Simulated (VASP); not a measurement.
# TaS2 (P-3m1) in VASP: notebook, part 2 of 2

VASP 6.6.1. The steps go on from the part before.

### Step 3. Electric field gradients, LDA (zz strain of +3 %)

The input, INCAR:

```
SYSTEM = TaS2
  PREC = Accurate
  ENCUT = 400
  EDIFF = 1E-8
  ISMEAR = -1
  SIGMA = 0.03
  LREAL = .False.
  LASPH = .True.
  NELM = 120
  ALGO = Normal
  ISIF = 2
  LWAVE = .False.
  LCHARG = .False.
  LEFG = .True.
  NBANDS = 18
  GGA_COMPAT = .False.
```

The input, KPOINTS:

```
regular mesh
0
Gamma
  9 9 5
  0 0 0
```

The input, POSCAR:

```
TaS2
1.0
    3.3500021206      0.0000000000      0.0000000000
   -1.6750010603      2.9011869392      0.0000000000
    0.0000000000      0.0000000000      6.0358000000
Ta S
1 2
Direct
    0.0000000000      0.0000000000      0.0000000000
    0.3333333333      0.6666666667      0.2500000000
    0.6666666667      0.3333333333      0.7500000000
```

Potentials or basis: VASP PAW LDA potentials, release 64 (Ta_pv, S).

Command:

```console
> cat potpaw_LDA.64/Ta_pv/POTCAR potpaw_LDA.64/S/POTCAR > POTCAR
> mpirun -np 1 vasp_std > vasp.out
```

OUTCAR:

```text
SYSTEM = TaS2
   PREC = Accurate
   ENCUT = 400
   EDIFF = 1E-8
   ISMEAR = -1
   LREAL = .False.
   LASPH = .True.
   NELM = 120
   ISIF = 2

 ion  position               nearest neighbor table
   1  0.000  0.000  0.000-   2 2.45   3 2.45   3 2.45   2 2.45   3 2.45   2 2.45
   2  0.333  0.667  0.250-   1 2.45   1 2.45   1 2.45
   3  0.667  0.333  0.750-   1 2.45   1 2.45   1 2.45

  LATTYP: Found a hexagonal cell.
 ALAT       =     3.3500021206
 C/A-ratio  =     1.8017302028

  Lattice vectors:

 A1 = (   3.3500021206,   0.0000000000,   0.0000000000)
 A2 = (  -1.6750010603,   2.9011869392,   0.0000000000)
 A3 = (   0.0000000000,   0.0000000000,   6.0358000000)

Analysis of symmetry for initial positions (statically):
=====================================================================
 Subroutine PRICEL returns:
 Original cell was already a primitive cell.

 Routine SETGRP: Setting up the symmetry group for a
 hexagonal supercell.

 Subroutine GETGRP returns: Found 12 space group operations
 (whereof 12 operations were pure point group operations)
 out of a pool of 24 trial point group operations.

The static configuration has the point symmetry D_3d.

Analysis of symmetry for dynamics (positions and initial velocities):
=====================================================================
 Subroutine PRICEL returns:
 Original cell was already a primitive cell.

 Routine SETGRP: Setting up the symmetry group for a
 hexagonal supercell.

 Subroutine GETGRP returns: Found 12 space group operations
 (whereof 12 operations were pure point group operations)
 out of a pool of 24 trial point group operations.

The dynamic configuration has the point symmetry D_3d.

 Subroutine INISYM returns: Found 12 space group operations
 (whereof 12 operations are pure point group operations),
 and found     1 'primitive' translations

----------------------------------------------------------------------------------------

                                     Primitive cell

  volume of cell :      58.6618

  direct lattice vectors                    reciprocal lattice vectors
     3.350002121  0.000000000  0.000000000     0.298507274  0.172343255  0.000000000
    -1.675001060  2.901186939  0.000000000     0.000000000  0.344686510  0.000000000
     0.000000000  0.000000000  6.035800000     0.000000000  0.000000000  0.165678121

  length of vectors
     3.350002121  3.350002121  6.035800000     0.344686510  0.344686510  0.165678121

  position of ions in fractional coordinates (direct lattice)
     0.000000000  0.000000000  0.000000000
     0.333333333  0.666666667  0.250000000
     0.666666667  0.333333333  0.750000000

  ion indices of the primitive-cell ions
   primitive index   ion index
                 1           1
                 2           2
                 3           3

[... 77 lines left out ...]
   ISIF   =      2    stress and relaxation
   ISYM   =      2    0-nonsym 1-usesym 2-fastsym
   POTIM  = 0.5000    time-step for ionic-motion
   TEBEG  =    0.0;   TEEND  =   0.0 temperature during run
   PSTRESS=    0.0 pullay stress
   NELECT =      23.0000    total number of electrons
   NUPDOWN=      -1.0000    fix difference up-down
   EMIN   =  10.00;   EMAX   =-10.00  energy-range for DOS
   EFERMI =   0.00;   METHOD = LEGACY
   ISMEAR =    -1;   SIGMA  =   0.03  broadening in eV -4-tet -1-fermi 0-gaus
   EFERMI_NEDOS =   21; number of points for ismear=-14 and -15
   IALGO  =     38    algorithm
   IMIX   =      4    mixing-type and parameters
     AMIX     =   0.40;   BMIX     =  1.00
     AMIX_MAG =   1.60;   BMIX_MAG =  1.00
  volume/ion in A,a.u.               =      19.55       131.96
  Fermi-wavevector in a.u.,A,eV,Ry     =   1.198208  2.264285 19.533919  1.435703
  Thomas-Fermi vector in A             =   2.334103
   LORBIT       =      0    0 simple, 1 ext, 2 COOP (PROOUT), +10 PAW based schemes
   GGA     = CA    functional components
   LHFCALC =     F    Hartree Fock is set to
   AEXX    =    0.0000 exact exchange contribution
   IVDW    =     0    specifies the selected vdW correction
   LEPSILON=     F    determine dielectric tensor
   LRPA    =     F    only Hartree local field effects (RPA)
 non-spin polarized calculation
  energy-cutoff  :      400.00
  volume of cell :       58.66
 maximum number of plane-waves:      1091
 NGX is ok and might be reduce to    24
   NGX = 11   NGY = 11   NGZ = 19

 number of electron      23.0000001 magnetization

 Free energy of the ion-electron system (eV)
  ---------------------------------------------------
  ext. energy  EPLUGINS =         0.00000000
  ---------------------------------------------------
  free energy    TOTEN  =       -25.46082377 eV

  energy without entropy =      -25.45530257  energy(sigma->0) =      -25.45806317

 E-fermi :   5.1325     XC(G=0): -10.6775

 val. band max:        5.1294156726   @ k =   0.1111  -0.0000   0.0000
 cond. band min:       5.1599833898   @ k =   0.3333   0.1111   0.2000
 fundamental gap:      0.0305677172
 Fermi energy:         5.1325292202

 k-point     1 :       0.0000    0.0000    0.0000
  band No.  band energies     occupation
      1     -29.9088      2.00000
      2     -29.8838      2.00000
      3     -29.8838      2.00000
      4      -9.6761      2.00000
      5      -7.7668      2.00000
      6      -1.6578      2.00000
[... 481 lines left out ...]
      5      -7.7650      2.00000
      6      -0.5136      2.00000
[... 10 lines left out ...]
     17      11.6902      0.00000
     18      12.6181      0.00000

 [... further k-points ...]

------------------------ aborting loop because EDIFF is reached ----------------------------------------

  FORCE on cell =-STRESS in cart. coord.  units (eV):
  Direction    XX          YY          ZZ          XY          YZ          ZX
  --------------------------------------------------------------------------------------
  -------------------------------------------------------------------------------------
  Total       -1.1407913     -1.1407913     -0.3121215      0.0000000      0.0000000      0.0000000
  in kB      -31.1573963    -31.1573963     -8.5246914      0.0000000      0.0000000      0.0000000
  external PRESSURE =     -23.6131613 kB  Pullay stress =       0.0000000 kB

 VOLUME and BASIS-vectors are now :
 -----------------------------------------------------------------------------
  energy-cutoff  :      400.00
  volume of cell :       58.66
      direct lattice vectors                 reciprocal lattice vectors
     3.350002121  0.000000000  0.000000000     0.298507274  0.172343255  0.000000000
    -1.675001060  2.901186939  0.000000000     0.000000000  0.344686510  0.000000000
     0.000000000  0.000000000  6.035800000     0.000000000  0.000000000  0.165678121

 POSITION                                       TOTAL-FORCE (eV/Angst)
 -----------------------------------------------------------------------------------
      0.00000      0.00000      0.00000        -0.000000      0.000000      0.000000
     -0.00000      1.93412      1.50895        -0.000000      0.000000      0.139484
      1.67500      0.96706      4.52685         0.000000     -0.000000     -0.139484
 -----------------------------------------------------------------------------------
    total drift:                               -0.000000      0.000000      0.000000

  FREE ENERGIE OF THE ION-ELECTRON SYSTEM (eV)
  ---------------------------------------------------
  free  energy   TOTEN  =       -25.4608237748 eV

  energy  without entropy=      -25.4553025696  energy(sigma->0) =      -25.45806317

 Electric field gradients (V/A^2)
---------------------------------------------------------------------
 ion       V_xx      V_yy      V_zz      V_xy      V_xz      V_yz
---------------------------------------------------------------------
   1      72.714    72.713  -145.427    -0.000    -0.000     0.000
   2       6.531     6.531   -13.062    -0.000     0.000    -0.000
   3       6.531     6.531   -13.062    -0.000     0.000    -0.000
---------------------------------------------------------------------

 Electric field gradients after diagonalization (V/A^2)
 (convention: |V_zz| > |V_xx| > |V_yy|)
----------------------------------------------------------------------
 ion       V_xx      V_yy      V_zz     asymmetry (V_yy - V_xx)/ V_zz
----------------------------------------------------------------------
   1      72.714    72.713  -145.427       0.000
   2       6.531     6.531   -13.062       0.000
   3       6.531     6.531   -13.062       0.000
----------------------------------------------------------------------

           NMR quadrupolar parameters

 Cq : quadrupolar parameter    Cq=e*Q*V_zz/h
 eta: asymmetry parameters     (V_yy - V_xx)/ V_zz
 Q  : nuclear electric quadrupole moment in mb (millibarn)
----------------------------------------------------------------------
 ion       Cq(MHz)       eta       Q (mb)
----------------------------------------------------------------------
   1      -0.352       0.000       1.000
   2      -0.032       0.000       1.000
   3      -0.032       0.000       1.000
----------------------------------------------------------------------
```

OSZICAR:

```text
N       E                     dE             d eps       ncg     rms          rms(c)
DAV:   1     0.127142262083E+03    0.12714E+03   -0.10029E+04  1808   0.940E+02
DAV:   2    -0.214579746747E+02   -0.14860E+03   -0.14567E+03  2352   0.258E+02
DAV:   3    -0.269869651555E+02   -0.55290E+01   -0.54806E+01  2372   0.490E+01
DAV:   4    -0.270480725744E+02   -0.61107E-01   -0.61061E-01  2360   0.561E+00
DAV:   5    -0.270490800129E+02   -0.10074E-02   -0.10073E-02  2262   0.698E-01    0.197E+01
DAV:   6    -0.256132726387E+02    0.14358E+01   -0.59030E+00  2040   0.145E+01    0.101E+01
DAV:   7    -0.254879286676E+02    0.12534E+00   -0.74301E-01  1976   0.476E+00    0.440E+00
DAV:   8    -0.254641788865E+02    0.23750E-01   -0.15560E-01  2252   0.236E+00    0.864E-01
DAV:   9    -0.254610322971E+02    0.31466E-02   -0.80218E-03  2198   0.648E-01    0.382E-01
DAV:  10    -0.254608237795E+02    0.20852E-03   -0.23362E-03  2084   0.287E-01    0.106E-01
DAV:  11    -0.254608229350E+02    0.84449E-06   -0.24012E-04  1932   0.890E-02    0.352E-02
DAV:  12    -0.254608248243E+02   -0.18893E-05   -0.21781E-05  1998   0.368E-02    0.980E-03
DAV:  13    -0.254608237319E+02    0.10924E-05   -0.68217E-06  1964   0.173E-02    0.427E-03
DAV:  14    -0.254608237801E+02   -0.48259E-07   -0.63059E-07  2332   0.495E-03    0.163E-03
DAV:  15    -0.254608237748E+02    0.53096E-08   -0.57746E-08  2152   0.167E-03
   1 F= -.25460824E+02 E0= -.25458063E+02  d E =-.552121E-02
```

It took 16 s on 1 thread of Intel Xeon Platinum 8559C (Emerald Rapids), shared host; peak memory 0.16 GiB.

What came out:

```
Free energy                             : -25.4608 eV
Pressure                                : -2.4 GPa
Largest force                           : 0.139 eV/Å
Band gap on the k mesh                  : zero (an odd number of electrons rules out a gap without spin polarisation)
Largest electric field gradient by atom : Ta -145.4; S -13.1 V/Å²
```

Forces on the atoms (eV/Å):
```
Ta   0.000  0.000  0.000
S    0.000  0.000  0.139
S    0.000  0.000 -0.139
```

Stress tensor (GPa, compression positive):
```
-3.12  0.00  0.00
 0.00 -3.12  0.00
 0.00  0.00 -0.85
```

Levels at points of the mesh, in eV from the Fermi level:
| k point | band 9 | band 10 | band 11 | band 12 | band 13 | band 14 | band 15 | band 16 |
| --- | --- | --- | --- | --- | --- | --- | --- | --- |
| (0.00, 0.00, 0.00) | -1.36 | -0.59 | -0.59 | 0.11 | 0.11 | 0.11 | 4.01 | 4.01 |

Electric field gradients, principal values (V/Å²):
```tsv
atom	least	middle	greatest (by size)
1 Ta	72.713	72.714	-145.427
2 S	6.531	6.531	-13.062
3 S	6.531	6.531	-13.062
```

Caveat: the cell differs from its parent crystal (zz strain of +3 %); without QUAD_EFG the Cq values of the log hold for a quadrupole moment of 1 mb, not for the nuclei; spin-orbit coupling is left out, which moves the levels of the heavy elements.

### Step 4. Electric field gradients, LDA (zz strain of +3 %)

The input, INCAR:

```
SYSTEM = TaS2
PREC     = Accurate       ! precision mode
ENCUT    = 400            ! plane-wave cutoff, eV
EDIFF    = 1E-8           ! SCF threshold, eV
ISMEAR   = -1             ! smearing method
SIGMA    = 0.03           ! smearing width, eV
LREAL    = .FALSE.        ! projectors in reciprocal space
LASPH    = .TRUE.         ! aspherical terms in the spheres
NELM     = 120            ! most SCF steps
ALGO     = Normal         ! electronic algorithm
ISIF     = 2              ! what is computed and relaxed
LWAVE    = .FALSE.        ! write WAVECAR
LCHARG   = .FALSE.        ! write CHGCAR
GGA      = CA             ! functional
LEFG     = .TRUE.       
NBANDS   = 18             ! bands
GGA_COMPAT= .FALSE.
```

The input, KPOINTS:

```
Automatic mesh
0
G
  9 9 5
  0 0 0
```

POSCAR is that of step 3.

Potentials or basis: VASP PAW LDA potentials, release 64 (Ta_pv, S).

Command:

```console
> cat potpaw_LDA.64/Ta_pv/POTCAR potpaw_LDA.64/S/POTCAR > POTCAR
> mpirun -np 1 vasp_std > vasp.out
```

OUTCAR:

```text
SYSTEM = TaS2
   PREC = Accurate
   ENCUT = 400
   EDIFF = 1E-8
   ISMEAR = -1
   LREAL = .FALSE.
   LASPH = .TRUE.
   NELM = 120
   ISIF = 2
   GGA = CA

 ion  position               nearest neighbor table
   1  0.000  0.000  0.000-   2 2.45   3 2.45   3 2.45   2 2.45   3 2.45   2 2.45
   2  0.333  0.667  0.250-   1 2.45   1 2.45   1 2.45
   3  0.667  0.333  0.750-   1 2.45   1 2.45   1 2.45

  LATTYP: Found a hexagonal cell.
 ALAT       =     3.3500021206
 C/A-ratio  =     1.8017302028

  Lattice vectors:

 A1 = (   3.3500021206,   0.0000000000,   0.0000000000)
 A2 = (  -1.6750010603,   2.9011869392,   0.0000000000)
 A3 = (   0.0000000000,   0.0000000000,   6.0358000000)

Analysis of symmetry for initial positions (statically):
=====================================================================
 Subroutine PRICEL returns:
 Original cell was already a primitive cell.

 Routine SETGRP: Setting up the symmetry group for a
 hexagonal supercell.

 Subroutine GETGRP returns: Found 12 space group operations
 (whereof 12 operations were pure point group operations)
 out of a pool of 24 trial point group operations.

The static configuration has the point symmetry D_3d.

Analysis of symmetry for dynamics (positions and initial velocities):
=====================================================================
 Subroutine PRICEL returns:
 Original cell was already a primitive cell.

 Routine SETGRP: Setting up the symmetry group for a
 hexagonal supercell.

[... 165 lines left out ...]
      3     -29.8838      2.00000
      4      -9.6761      2.00000
      5      -7.7668      2.00000
      6      -1.6578      2.00000
[... 481 lines left out ...]
      5      -7.7650      2.00000
      6      -0.5136      2.00000
[... 10 lines left out ...]
     17      11.6902      0.00000
     18      12.6181      0.00000

 [... further k-points ...]

------------------------ aborting loop because EDIFF is reached ----------------------------------------

  FORCE on cell =-STRESS in cart. coord.  units (eV):
  Direction    XX          YY          ZZ          XY          YZ          ZX
  --------------------------------------------------------------------------------------
  -------------------------------------------------------------------------------------
  Total       -1.1407913     -1.1407913     -0.3121215      0.0000000      0.0000000      0.0000000
  in kB      -31.1573963    -31.1573963     -8.5246914      0.0000000      0.0000000      0.0000000
  external PRESSURE =     -23.6131613 kB  Pullay stress =       0.0000000 kB

 VOLUME and BASIS-vectors are now :
 -----------------------------------------------------------------------------
  energy-cutoff  :      400.00
  volume of cell :       58.66
      direct lattice vectors                 reciprocal lattice vectors
     3.350002121  0.000000000  0.000000000     0.298507274  0.172343255  0.000000000
    -1.675001060  2.901186939  0.000000000     0.000000000  0.344686510  0.000000000
     0.000000000  0.000000000  6.035800000     0.000000000  0.000000000  0.165678121

 POSITION                                       TOTAL-FORCE (eV/Angst)
 -----------------------------------------------------------------------------------
      0.00000      0.00000      0.00000        -0.000000      0.000000      0.000000
     -0.00000      1.93412      1.50895        -0.000000      0.000000      0.139484
      1.67500      0.96706      4.52685         0.000000     -0.000000     -0.139484
 -----------------------------------------------------------------------------------
    total drift:                               -0.000000      0.000000      0.000000

  FREE ENERGIE OF THE ION-ELECTRON SYSTEM (eV)
  ---------------------------------------------------
  free  energy   TOTEN  =       -25.4608237748 eV

  energy  without entropy=      -25.4553025696  energy(sigma->0) =      -25.45806317

 Electric field gradients (V/A^2)
---------------------------------------------------------------------
 ion       V_xx      V_yy      V_zz      V_xy      V_xz      V_yz
---------------------------------------------------------------------
   1      72.714    72.713  -145.427    -0.000    -0.000     0.000
   2       6.531     6.531   -13.062    -0.000     0.000    -0.000
   3       6.531     6.531   -13.062    -0.000     0.000    -0.000
---------------------------------------------------------------------

 Electric field gradients after diagonalization (V/A^2)
 (convention: |V_zz| > |V_xx| > |V_yy|)
----------------------------------------------------------------------
 ion       V_xx      V_yy      V_zz     asymmetry (V_yy - V_xx)/ V_zz
----------------------------------------------------------------------
   1      72.714    72.713  -145.427       0.000
   2       6.531     6.531   -13.062       0.000
   3       6.531     6.531   -13.062       0.000
----------------------------------------------------------------------

           NMR quadrupolar parameters

 Cq : quadrupolar parameter    Cq=e*Q*V_zz/h
 eta: asymmetry parameters     (V_yy - V_xx)/ V_zz
 Q  : nuclear electric quadrupole moment in mb (millibarn)
----------------------------------------------------------------------
 ion       Cq(MHz)       eta       Q (mb)
----------------------------------------------------------------------
   1      -0.352       0.000       1.000
   2      -0.032       0.000       1.000
   3      -0.032       0.000       1.000
----------------------------------------------------------------------
```

It took 17 s on 1 thread of Intel Xeon Platinum 8559C (Emerald Rapids), shared host; peak memory 0.16 GiB.

Results:

* Free energy: -25.4608 eV
* Pressure: -2.4 GPa
* Largest force: 0.139 eV/Å
* Band gap on the k mesh: zero (an odd number of electrons rules out a gap without spin polarisation)
* Largest electric field gradient by atom: Ta -145.4; S -13.1 V/Å²

Forces in eV/Å, atoms in the order of the input:
```
Ta   0.000  0.000  0.000
S    0.000  0.000  0.139
S    0.000  0.000 -0.139
```

Electric field gradients, principal values (V/Å²):
| atom | least | middle | greatest (by size) |
| --- | --- | --- | --- |
| 1 Ta | 72.713 | 72.714 | -145.427 |
| 2 S | 6.531 | 6.531 | -13.062 |
| 3 S | 6.531 | 6.531 | -13.062 |

Caveat: the cell differs from its parent crystal (zz strain of +3 %); without QUAD_EFG the Cq values of the log hold for a quadrupole moment of 1 mb, not for the nuclei; spin-orbit coupling is left out, which moves the levels of the heavy elements.
